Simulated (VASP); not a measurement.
A run of VASP 6.6.1:

INCAR

```
  PREC = Accurate
  ENCUT = 520
  EDIFF = 1E-7
  ISMEAR = 0
  SIGMA = 0.05
  LREAL = False
  LASPH = True
  NELM = 100
  ALGO = Normal
  ISIF = 2
  LWAVE = False
  LCHARG = True
  GGA = PE
  LELF = True
  LVHAR = True
  NBANDS = 11
```

The input KPOINTS:

```
regular mesh
0
Gamma
  10 10 10
```

File POSCAR:

```
Si
1.0
    0.0000000000      2.9099030236      2.7056278313
    2.9099030236      0.0000000000      2.7056278313
    2.9099030236      2.9099030236      0.0000000000
Si
2
Direct
    0.5000000000      0.5000000000      0.5000000000
    0.7500000000      0.7500000000      0.7500000000
```

Potentials or basis: VASP PAW PBE potentials, release 64 (Si).

Run with:

```bash
$ cat potpaw_PBE.64/Si/POTCAR > POTCAR
$ mpirun -np 1 vasp_std > vasp.out
```

Hardware: 1 thread of Intel Xeon 8259CL, with other jobs on the host.

Question: How long does it take, and how much memory?

Answer: Wall time 62 s on 1 thread of Intel Xeon 8259CL (shared host), peak memory 0.18 GiB. Counts: scf iterations 13, k points 102.
